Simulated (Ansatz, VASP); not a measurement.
Two plane-wave programs on BaF2

```xyz
3
Lattice="0.0000 3.1000 3.1000 3.1000 0.0000 3.1000 3.1000 3.1000 0.0000" Properties=species:S:1:pos:R:3 pbc="T T T"
Ba    0.0000    0.0000    0.0000
F     1.5500    1.5500    1.5500
F     4.6501    4.6501    4.6501
```

Alike in both runs: task single point; functional r2SCAN; k mesh 10 × 10 × 10; occupations gaussian, width 0.05 eV; no spin polarisation.

|  | VASP | Ansatz |
| --- | --- | --- |
| version | VASP 6.6.1 | Ansatz 0.2.0 |
| potentials or method | VASP PAW PBE potentials, release 64 (Ba_sv, F), cutoff 660 eV | scalar-relativistic, plane waves, PAW |
| valence electrons in the cell | 24 | 24 |

|  | VASP | Ansatz | Ansatz less VASP |
| --- | --- | --- | --- |
| gap on the k mesh at the Fermi level (eV) | 7.33 | 7.41 | +0.075 |
| least direct gap on the mesh (eV) | 7.42 | 7.50 | +0.087 |
| pressure (GPa) | 0.7 | -0.2 | -0.88 |

VASP's potentials were made for PBE, not for r2SCAN.

Spin-orbit coupling is off throughout.
